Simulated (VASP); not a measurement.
# TiSi2 (Fddd) in VASP: notebook, part 3 of 3

VASP 6.6.1. The steps go on from the part before.

**4. Single point, PBEsol (volume scaled by 0.96)**

Input file INCAR:

```
ALGO = Normal ; EDIFF = 1E-6
ENCUT = 520 ; GGA = PS
ISIF = 2 ; ISMEAR = -1
LASPH = True ; LCHARG = False
LREAL = False ; LWAVE = False
NBANDS = 29 ; NELM = 80
PREC = Accurate ; SIGMA = 0.05
```

Input file KPOINTS:

```
k-points
0
Gamma
  7 7 7
```

Input file POSCAR:

```
TiSi2
1.0
    0.0000000000      4.0618673723      4.2052840453
    2.3572172929      0.0000000000      4.2052840453
    2.3572172929      4.0618673723      0.0000000000
Ti Si
2 4
Direct
    0.7500000000      0.7500000000      0.7500000000
    0.5000000000      0.5000000000      0.5000000000
    0.4125656100      0.0874343900      0.4125656100
    0.0874343900      0.4125656100      0.0874343900
    0.1625656100      0.8374343900      0.1625656100
    0.8374343900      0.1625656100      0.8374343900
```

Potentials or basis: VASP PAW PBE potentials, release 64 (Ti_sv, Si).

On the command line:

```bash
$ cat potpaw_PBE.64/Ti_sv/POTCAR potpaw_PBE.64/Si/POTCAR > POTCAR
$ mpirun -np 1 vasp_std > vasp.out
```

OUTCAR:

```text
EDIFF = 1E-6
   ENCUT = 520
   GGA = PS
   ISIF = 2
   ISMEAR = -1
   LASPH = True
   LREAL = False
   NELM = 80
   PREC = Accurate

 ion  position               nearest neighbor table
   1  0.750  0.750  0.750-   6 2.51   5 2.51   6 2.51   5 2.51   3 2.70   3 2.70   4 2.70   4 2.70
                             3 2.74   4 2.74
   2  0.500  0.500  0.500-   4 2.51   3 2.51   4 2.51   3 2.51   5 2.70   5 2.70   6 2.70   6 2.70
                             5 2.74   6 2.74
   3  0.413  0.087  0.413-   6 2.49   6 2.49   2 2.51   2 2.51   4 2.64   1 2.70   1 2.70   1 2.74
                             4 2.75   4 2.75
   4  0.087  0.413  0.087-   5 2.49   5 2.49   2 2.51   2 2.51   3 2.64   1 2.70   1 2.70   1 2.74
                             3 2.75   3 2.75
   5  0.163  0.837  0.163-   4 2.49   4 2.49   1 2.51   1 2.51   6 2.64   2 2.70   2 2.70   2 2.74
                             6 2.75   6 2.75
   6  0.837  0.163  0.837-   3 2.49   3 2.49   1 2.51   1 2.51   5 2.64   2 2.70   2 2.70   2 2.74
                             5 2.75   5 2.75

  LATTYP: Found a face centered orthorhombic cell.
 ALAT       =     4.7144345858
 B/A-ratio  =     1.7231620456
 C/A-ratio  =     1.7840035613

  Lattice vectors:

 A1 = (   0.0000000000,   4.0618673723,   4.2052840453)
 A2 = (   2.3572172929,   0.0000000000,   4.2052840453)
 A3 = (   2.3572172929,   4.0618673723,   0.0000000000)

Analysis of symmetry for initial positions (statically):
=====================================================================
 Subroutine PRICEL returns:
 Original cell was already a primitive cell.

 Routine SETGRP: Setting up the symmetry group for a
 face centered orthorhombic supercell.

 Subroutine GETGRP returns: Found  8 space group operations
 (whereof  4 operations were pure point group operations)
 out of a pool of  8 trial point group operations.

The static configuration has the point symmetry D_2 .
 The point group associated with its full space group is D_2h.

Analysis of symmetry for dynamics (positions and initial velocities):
=====================================================================
 Subroutine PRICEL returns:
 Original cell was already a primitive cell.

[... 137 lines left out ...]
  volume/ion in A,a.u.               =      13.42        90.57
  Fermi-wavevector in a.u.,A,eV,Ry     =   1.296516  2.450060 22.870769  1.680954
  Thomas-Fermi vector in A             =   2.427967
   LORBIT       =      0    0 simple, 1 ext, 2 COOP (PROOUT), +10 PAW based schemes
   GGA     = PS    functional components
   LHFCALC =     F    Hartree Fock is set to
   AEXX    =    0.0000 exact exchange contribution
   IVDW    =     0    specifies the selected vdW correction
   LEPSILON=     F    determine dielectric tensor
   LRPA    =     F    only Hartree local field effects (RPA)
 non-spin polarized calculation
  energy-cutoff  :      520.00
  volume of cell :       80.53
 maximum number of plane-waves:      2186
 NGX is ok and might be reduce to    48
   NGX = 21   NGY = 17   NGZ = 17

 number of electron      40.0000003 magnetization

 Free energy of the ion-electron system (eV)
  ---------------------------------------------------
  ext. energy  EPLUGINS =         0.00000000
  ---------------------------------------------------
  free energy    TOTEN  =       -43.64075568 eV

  energy without entropy =      -43.62152586  energy(sigma->0) =      -43.63114077

 E-fermi :  10.5939     XC(G=0): -12.0058

 val. band max:       10.5841549187   @ k =  -0.4286   0.1429  -0.0000
 cond. band min:      10.5948341084   @ k =  -0.1429   0.1429   0.1429
 fundamental gap:      0.0106791897
 Fermi energy:        10.5938543853

 k-point     1 :       0.0000    0.0000    0.0000
  band No.  band energies     occupation
      1     -45.2768      2.00000
      2     -45.2414      2.00000
      3     -21.7920      2.00000
      4     -21.7803      2.00000
      5     -21.6852      2.00000
      6     -21.6681      2.00000
[... 757 lines left out ...]
     28      14.8251      0.00000
     29      14.9881      0.00000

 [... further k-points ...]
[... 5 lines left out ...]
  --------------------------------------------------------------------------------------
  -------------------------------------------------------------------------------------
  Total        2.4423816      1.2187089      3.4731106      0.0000000      0.0000000      0.0000000
  in kB       48.5929659     24.2471044     69.1000733      0.0000000      0.0000000      0.0000000
  external PRESSURE =      47.3133812 kB  Pullay stress =       0.0000000 kB

 VOLUME and BASIS-vectors are now :
 -----------------------------------------------------------------------------
  energy-cutoff  :      520.00
  volume of cell :       80.53
      direct lattice vectors                 reciprocal lattice vectors
     0.000000000  4.061867372  4.205284045    -0.212114514  0.123096092  0.118898033
     2.357217293  0.000000000  4.205284045     0.212114514 -0.123096092  0.118898033
     2.357217293  4.061867372  0.000000000     0.212114514  0.123096092 -0.118898033

 POSITION                                       TOTAL-FORCE (eV/Angst)
 -----------------------------------------------------------------------------------
      3.53583      6.09280      6.30793        -0.000000     -0.000000      0.000000
      2.35722      4.06187      4.20528        -0.000000      0.000000      0.000000
      1.17861      3.35157      2.10264         0.000000      0.076226      0.000000
      1.17861      0.71029      2.10264         0.000000     -0.076226      0.000000
      2.35722      1.32064      4.20528         0.000000      0.076226      0.000000
      2.35722      6.80309      4.20528         0.000000     -0.076226      0.000000
 -----------------------------------------------------------------------------------
    total drift:                               -0.000000     -0.000000      0.000000

  FREE ENERGIE OF THE ION-ELECTRON SYSTEM (eV)
  ---------------------------------------------------
  free  energy   TOTEN  =       -43.6407556751 eV

  energy  without entropy=      -43.6215258571  energy(sigma->0) =      -43.63114077
```

OSZICAR:

```text
N       E                     dE             d eps       ncg     rms          rms(c)
DAV:   1     0.391681137877E+03    0.39168E+03   -0.18819E+04  3712   0.148E+03
DAV:   2    -0.682306379093E+00   -0.39236E+03   -0.38145E+03  3737   0.436E+02
DAV:   3    -0.438544598730E+02   -0.43172E+02   -0.42361E+02  6217   0.122E+02
DAV:   4    -0.470626724376E+02   -0.32082E+01   -0.31905E+01  5248   0.296E+01
DAV:   5    -0.472411526325E+02   -0.17848E+00   -0.17843E+00  5641   0.602E+00    0.203E+01
DAV:   6    -0.442385132104E+02    0.30026E+01   -0.30245E+01  5273   0.407E+01    0.709E+00
DAV:   7    -0.437291404896E+02    0.50937E+00   -0.55560E+00  5000   0.179E+01    0.573E+00
DAV:   8    -0.436517802079E+02    0.77360E-01   -0.71821E-01  5109   0.679E+00    0.127E+00
DAV:   9    -0.436400693779E+02    0.11711E-01   -0.12885E-01  4998   0.308E+00    0.535E-01
DAV:  10    -0.436409909665E+02   -0.92159E-03   -0.53545E-03  5110   0.548E-01    0.261E-01
DAV:  11    -0.436408892689E+02    0.10170E-03   -0.51131E-03  5690   0.547E-01    0.166E-01
DAV:  12    -0.436407571938E+02    0.13208E-03   -0.11569E-03  5090   0.278E-01    0.168E-02
DAV:  13    -0.436407562621E+02    0.93170E-06   -0.33515E-05  4698   0.529E-02    0.176E-02
DAV:  14    -0.436407556751E+02    0.58695E-06   -0.34854E-06  4661   0.159E-02
   1 F= -.43640756E+02 E0= -.43631141E+02  d E =-.192298E-01
```

It took 78 s on 1 thread of Intel Xeon Platinum 8559C (Emerald Rapids), shared host; peak memory 0.3 GiB.

What came out:

```
Free energy            : -43.6408 eV
Pressure               : 4.7 GPa
Largest force          : 0.076 eV/Å
Band gap on the k mesh : zero (band 20 reaches 11.32 eV, above the bottom of band 21 at 9.45 eV)
```

Forces on the atoms (eV/Å):
```
Ti   0.000  0.000  0.000
Ti   0.000  0.000  0.000
Si   0.000  0.076  0.000
Si   0.000 -0.076  0.000
Si   0.000  0.076  0.000
Si   0.000 -0.076  0.000
```

Stress tensor (GPa, compression positive):
```
4.86 0.00 0.00
0.00 2.42 0.00
0.00 0.00 6.91
```

Caveat: the PAW data sets were made with another functional, which shifts forces and pressure a little.

**5. Single point, PBEsol (volume scaled by 0.98)**

Input file INCAR:

```
SYSTEM = TiSi2
PREC     = Accurate       ! precision mode
ENCUT    = 520            ! plane-wave cutoff, eV
EDIFF    = 1E-7           ! SCF threshold, eV
ISMEAR   = -1             ! smearing method
SIGMA    = 0.05           ! smearing width, eV
LREAL    = .False.        ! projectors in reciprocal space
LASPH    = .True.         ! aspherical terms in the spheres
NELM     = 60             ! most SCF steps
ALGO     = Normal         ! electronic algorithm
ISIF     = 2              ! what is computed and relaxed
LWAVE    = .False.        ! write WAVECAR
LCHARG   = .True.         ! write CHGCAR
GGA      = PS             ! functional
LELF     = .True.         ! ELF
LVHAR    = .True.       
NBANDS   = 29             ! bands
```

Input file KPOINTS:

```
regular mesh
0
Gamma
  7 7 7
  0 0 0
```

Edit POSCAR of step 4 so:

```diff
@@ -2,5 +2,5 @@
 1.0
-    0.0000000000      4.0618673723      4.2052840453
-    2.3572172929      0.0000000000      4.2052840453
-    2.3572172929      4.0618673723      0.0000000000
+    0.0000000000      4.0898811360      4.2342869207
+    2.3734744776      0.0000000000      4.2342869207
+    2.3734744776      4.0898811360      0.0000000000
 Ti Si
```

Potentials or basis: VASP PAW PBE potentials, release 64 (Ti_sv, Si).

On the command line:

```bash
$ cat potpaw_PBE.64/Ti_sv/POTCAR potpaw_PBE.64/Si/POTCAR > POTCAR
$ mpirun -np 1 vasp_std > vasp.out
```

OUTCAR:

```text
SYSTEM = TiSi2
   PREC = Accurate
   ENCUT = 520
   EDIFF = 1E-7
   ISMEAR = -1
   LREAL = .False.
   LASPH = .True.
   NELM = 60
   ISIF = 2
   GGA = PS

 ion  position               nearest neighbor table
   1  0.750  0.750  0.750-   6 2.53   5 2.53   6 2.53   5 2.53   3 2.72   3 2.72   4 2.72   4 2.72
                             3 2.76   4 2.76
   2  0.500  0.500  0.500-   4 2.53   3 2.53   4 2.53   3 2.53   5 2.72   5 2.72   6 2.72   6 2.72
                             5 2.76   6 2.76
   3  0.413  0.087  0.413-   6 2.50   6 2.50   2 2.53   2 2.53   4 2.66   1 2.72   1 2.72   1 2.76
                             4 2.77   4 2.77
   4  0.087  0.413  0.087-   5 2.50   5 2.50   2 2.53   2 2.53   3 2.66   1 2.72   1 2.72   1 2.76
                             3 2.77   3 2.77
   5  0.163  0.837  0.163-   4 2.50   4 2.50   1 2.53   1 2.53   6 2.66   2 2.72   2 2.72   2 2.76
                             6 2.77   6 2.77
   6  0.837  0.163  0.837-   3 2.50   3 2.50   1 2.53   1 2.53   5 2.66   2 2.72   2 2.72   2 2.76
                             5 2.77   5 2.77

  LATTYP: Found a face centered orthorhombic cell.
 ALAT       =     4.7469489552
 B/A-ratio  =     1.7231620456
 C/A-ratio  =     1.7840035613

  Lattice vectors:

 A1 = (   0.0000000000,   4.0898811360,   4.2342869207)
 A2 = (   2.3734744776,   0.0000000000,   4.2342869207)
 A3 = (   2.3734744776,   4.0898811360,   0.0000000000)

Analysis of symmetry for initial positions (statically):
=====================================================================
 Subroutine PRICEL returns:
 Original cell was already a primitive cell.

 Routine SETGRP: Setting up the symmetry group for a
 face centered orthorhombic supercell.

 Subroutine GETGRP returns: Found  8 space group operations
 (whereof  4 operations were pure point group operations)
 out of a pool of  8 trial point group operations.

The static configuration has the point symmetry D_2 .
 The point group associated with its full space group is D_2h.

Analysis of symmetry for dynamics (positions and initial velocities):
=====================================================================
 Subroutine PRICEL returns:
 Original cell was already a primitive cell.

 Routine SETGRP: Setting up the symmetry group for a
 face centered orthorhombic supercell.

 Subroutine GETGRP returns: Found  8 space group operations
 (whereof  4 operations were pure point group operations)
 out of a pool of  8 trial point group operations.

The dynamic configuration has the point symmetry D_2 .
 The point group associated with its full space group is D_2h.

 Subroutine INISYM returns: Found  8 space group operations
 (whereof  4 operations are pure point group operations),
 and found     1 'primitive' translations

----------------------------------------------------------------------------------------

                                     Primitive cell

  volume of cell :      82.2064

  direct lattice vectors                    reciprocal lattice vectors
     0.000000000  4.089881136  4.234286921    -0.210661629  0.122252942  0.118083637
     2.373474478  0.000000000  4.234286921     0.210661629 -0.122252942  0.118083637
     2.373474478  4.089881136  0.000000000     0.210661629  0.122252942 -0.118083637

  length of vectors
     5.886961307  4.854128843  4.728689967     0.270680345  0.270680345  0.270680345

[... 40 lines left out ...]

 Found     64 irreducible k-points:

 Following reciprocal coordinates:
            Coordinates               Weight
  0.000000  0.000000  0.000000      1.000000
  0.142857 -0.000000  0.000000      8.000000
  0.285714  0.000000  0.000000      8.000000
  0.428571 -0.000000  0.000000      8.000000
  0.142857  0.142857  0.000000      2.000000
  0.285714  0.142857  0.000000      8.000000
[... 16 lines left out ...]
  0.000000  0.142857  0.142857      2.000000
  0.285714  0.142857  0.142857      4.000000
 [... further k-points ...]
   k-points           NKPTS =     64   k-points in BZ     NKDIM =     64   number of bands    NBANDS=     29
   number of dos      NEDOS =    301   number of ions     NIONS =      6
   total plane-waves  NPLWV =  62208
   dimension x,y,z NGX =    48 NGY =   36 NGZ =   36
   dimension x,y,z NGXF=    96 NGYF=   72 NGZF=   72
   ions per type =               2   4
   NGX,Y,Z   is equivalent  to a cutoff of  13.56, 12.33, 12.66 a.u.
   NGXF,Y,Z  is equivalent  to a cutoff of  27.11, 24.66, 25.31 a.u.
 SYSTEM =  TiSi2
   PREC   = accura    normal or accurate (medium, high low for compatibility)
   ISTART =      0    job   : 0-new  1-cont  2-samecut
   ICHARG =      2    charge: 1-file 2-atom 10-const
   ISPIN  =      1    spin polarized calculation?
   LNONCOLLINEAR =      F non collinear calculations
   LSORBIT =      F    spin-orbit coupling
   LASPH  =      T    aspherical Exc in radial PAW
   ENCUT  =  520.0 eV  38.22 Ry    6.18 a.u.  10.95  9.03  8.79*2*pi/ulx,y,z
   NELM   =     60;   NELMIN=  2; NELMDL= -5     # of ELM steps
   EDIFF  = 0.1E-06   stopping-criterion for ELM
   LREAL  =      F    real-space projection
   EDIFFG = 0.1E-05   stopping-criterion for IOM
   NSW    =      0    number of steps for IOM
   IBRION =     -1    ionic relax: 0-MD 1-quasi-New 2-CG
   NFREE  =      0    steps in history (QN), initial steepest desc. (CG)
   ISIF   =      2    stress and relaxation
   ISYM   =      2    0-nonsym 1-usesym 2-fastsym
   POTIM  = 0.5000    time-step for ionic-motion
   TEBEG  =    0.0;   TEEND  =   0.0 temperature during run
   PSTRESS=    0.0 pullay stress
   NELECT =      40.0000    total number of electrons
   NUPDOWN=      -1.0000    fix difference up-down
   EMIN   =  10.00;   EMAX   =-10.00  energy-range for DOS
   EFERMI =   0.00;   METHOD = LEGACY
   ISMEAR =    -1;   SIGMA  =   0.05  broadening in eV -4-tet -1-fermi 0-gaus
   EFERMI_NEDOS =   21; number of points for ismear=-14 and -15
   IALGO  =     38    algorithm
   IMIX   =      4    mixing-type and parameters
     AMIX     =   0.40;   BMIX     =  1.00
     AMIX_MAG =   1.60;   BMIX_MAG =  1.00
  volume/ion in A,a.u.               =      13.70        92.46
  Fermi-wavevector in a.u.,A,eV,Ry     =   1.287636  2.433279 22.558534  1.658006
  Thomas-Fermi vector in A             =   2.419638
   LORBIT       =      0    0 simple, 1 ext, 2 COOP (PROOUT), +10 PAW based schemes
   GGA     = PS    functional components
   LHFCALC =     F    Hartree Fock is set to
   AEXX    =    0.0000 exact exchange contribution
   IVDW    =     0    specifies the selected vdW correction
   LEPSILON=     F    determine dielectric tensor
   LRPA    =     F    only Hartree local field effects (RPA)
 non-spin polarized calculation
  energy-cutoff  :      520.00
  volume of cell :       82.21
 maximum number of plane-waves:      2240
 NGX is ok and might be reduce to    48
   NGX = 21   NGY = 19   NGZ = 17

 number of electron      40.0000004 magnetization

 Free energy of the ion-electron system (eV)
  ---------------------------------------------------
  ext. energy  EPLUGINS =         0.00000000
  ---------------------------------------------------
  free energy    TOTEN  =       -43.67201484 eV

  energy without entropy =      -43.65231258  energy(sigma->0) =      -43.66216371

 E-fermi :  10.3409     XC(G=0): -11.9131

 val. band max:       10.3407076575   @ k =  -0.1429   0.1429   0.1429
 cond. band min:      10.3523108673   @ k =  -0.2857   0.1429  -0.0000
 fundamental gap:      0.0116032098
 Fermi energy:        10.3408966513

 k-point     1 :       0.0000    0.0000    0.0000
  band No.  band energies     occupation
      1     -45.5987      2.00000
      2     -45.5665      2.00000
      3     -22.0977      2.00000
      4     -22.0922      2.00000
      5     -21.9986      2.00000
      6     -21.9826      2.00000
[... 757 lines left out ...]
     28      14.4679      0.00000
     29      14.6290      0.00000

 [... further k-points ...]
[... 5 lines left out ...]
  --------------------------------------------------------------------------------------
  -------------------------------------------------------------------------------------
  Total        0.7427100     -0.2351697      1.4345567      0.0000000      0.0000000      0.0000000
  in kB       14.4751920     -4.5833849     27.9590734      0.0000000      0.0000000      0.0000000
  external PRESSURE =      12.6169602 kB  Pullay stress =       0.0000000 kB

 VOLUME and BASIS-vectors are now :
 -----------------------------------------------------------------------------
  energy-cutoff  :      520.00
  volume of cell :       82.21
      direct lattice vectors                 reciprocal lattice vectors
     0.000000000  4.089881136  4.234286921    -0.210661629  0.122252942  0.118083637
     2.373474478  0.000000000  4.234286921     0.210661629 -0.122252942  0.118083637
     2.373474478  4.089881136  0.000000000     0.210661629  0.122252942 -0.118083637

 POSITION                                       TOTAL-FORCE (eV/Angst)
 -----------------------------------------------------------------------------------
      3.56021      6.13482      6.35143         0.000000      0.000000      0.000000
      2.37347      4.08988      4.23429        -0.000000      0.000000     -0.000000
      1.18674      3.37469      2.11714         0.000000      0.061882     -0.000000
      1.18674      0.71519      2.11714         0.000000     -0.061882     -0.000000
      2.37347      1.32975      4.23429         0.000000      0.061882      0.000000
      2.37347      6.85001      4.23429         0.000000     -0.061882      0.000000
 -----------------------------------------------------------------------------------
    total drift:                               -0.000000     -0.000000      0.000000

  FREE ENERGIE OF THE ION-ELECTRON SYSTEM (eV)
  ---------------------------------------------------
  free  energy   TOTEN  =       -43.6720148400 eV

  energy  without entropy=      -43.6523125783  energy(sigma->0) =      -43.66216371
```

Run time: 84 s. Hardware: 1 thread of Intel Xeon Platinum 8559C (Emerald Rapids), shared host; peak memory 0.3 GiB.

What came out:

| Property | Result |
| --- | --- |
| Free energy | -43.6720 eV |
| Pressure | 1.3 GPa |
| Largest force | 0.062 eV/Å |
| Band gap on the k mesh | zero (band 20 reaches 11.06 eV, above the bottom of band 21 at 9.22 eV) |

Forces in eV/Å, atoms in the order of the input:
```
Ti   0.000  0.000  0.000
Ti   0.000  0.000  0.000
Si   0.000  0.062  0.000
Si   0.000 -0.062  0.000
Si   0.000  0.062  0.000
Si   0.000 -0.062  0.000
```

Caveat: the PAW data sets were made with another functional, which shifts forces and pressure a little.

**6. Overview**

```tsv
cell	gap on the mesh (eV)	pressure (GPa)	largest force (eV/Å)
a = 5.927, b = 4.887, c = 4.761 Å, angles 75.8, 53.1, 51.1°, 6 atoms	none	-1.8	0.05
a = 5.806, b = 4.787, c = 4.663 Å, angles 75.8, 53.1, 51.1°, 6 atoms	none	8.5	0.09
a = 5.847, b = 4.821, c = 4.696 Å, angles 75.8, 53.1, 51.1°, 6 atoms	none	4.7	0.08
a = 5.887, b = 4.854, c = 4.729 Å, angles 75.8, 53.1, 51.1°, 6 atoms	none	1.3	0.06
```

Alike in all rows: task single point; level PBEsol; potentials or basis VASP PAW PBE potentials, release 64 (Ti_sv, Si); no spin polarisation; k mesh 7 × 7 × 7; cutoff (eV) 520; smearing fermi-dirac 0.05 eV.

Caveats: the PAW data sets were made with another functional, which shifts forces and pressure a little.

Total energies depend on the potentials used, so only differences within one code and one set of settings carry meaning.
